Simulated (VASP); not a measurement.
Wanted: the native input for a VASP 6.6.1 run.

| Item | Value |
| --- | --- |
| Task | single point |
| Functional | PBE |
| Potentials or basis | VASP PAW PBE potentials, release 64 (Bi_d, Se) |
| Cutoff | 520 eV |
| k mesh | 2 × 2 × 2 |
| Occupations | gaussian, width 0.15 eV |
| Spin | no spin polarisation |
| Dipole correction | no |
| Further INCAR settings | ALGO = Normal; EDIFF = 1e-06; NBANDS = 59 |

The structure of Bi2Se3 lies in POSCAR:

```
Bi2Se3
1.0
    3.7341258410      2.1558985578      6.5862988718
   -3.7341258410      2.1558985578      6.5862988718
    0.0000000000     -4.3117971206      6.5862988702
Bi Se
4 6
Direct
    0.3501942137      0.3501942137      0.3501942137
    0.1498057863      0.1498057863      0.1498057863
    0.6498057863      0.6498057863      0.6498057863
    0.8501942137      0.8501942137      0.8501942137
    0.9538189345      0.2500000000      0.5461810655
    0.5461810655      0.9538189345      0.2500000000
    0.7500000000      0.4538189345      0.0461810655
    0.4538189345      0.0461810655      0.7500000000
    0.0461810655      0.7500000000      0.4538189345
    0.2500000000      0.5461810655      0.9538189345
```

These files were run (other wordings do the same):

INCAR

```
SYSTEM = Bi2Se3
PREC = Accurate ; ENCUT = 520
EDIFF = 1E-6 ; ISMEAR = 0
SIGMA = 0.15 ; LREAL = .FALSE.
LASPH = .TRUE. ; NELM = 60
ALGO = Normal ; ISIF = 2
LWAVE = .FALSE. ; LCHARG = .FALSE.
GGA = PE ; NBANDS = 59
```

KPOINTS

```
regular mesh
0
G
  2 2 2
  0 0 0
```

Potentials or basis: VASP PAW PBE potentials, release 64 (Bi_d, Se).

The run is started by

```bash
$ cat potpaw_PBE.64/Bi_d/POTCAR potpaw_PBE.64/Se/POTCAR > POTCAR
$ mpirun -np 1 vasp_std > vasp.out
```

Results of the run:

| Item | Value |
| --- | --- |
| Pressure | 0.3 GPa |
| Largest force | 0.029 eV/Å |
| Band gap on the k mesh | 1.05 eV, indirect (least direct gap 1.24 eV) |

Caveat: the k points lie up to 0.51 Å⁻¹ apart; spin-orbit coupling is left out, which moves the levels of the heavy elements.

Run time: 63 s on 1 thread of Intel(R) Xeon(R) 6975P-C (Granite Rapids), with other jobs on the host, peak memory 0.5 GiB.
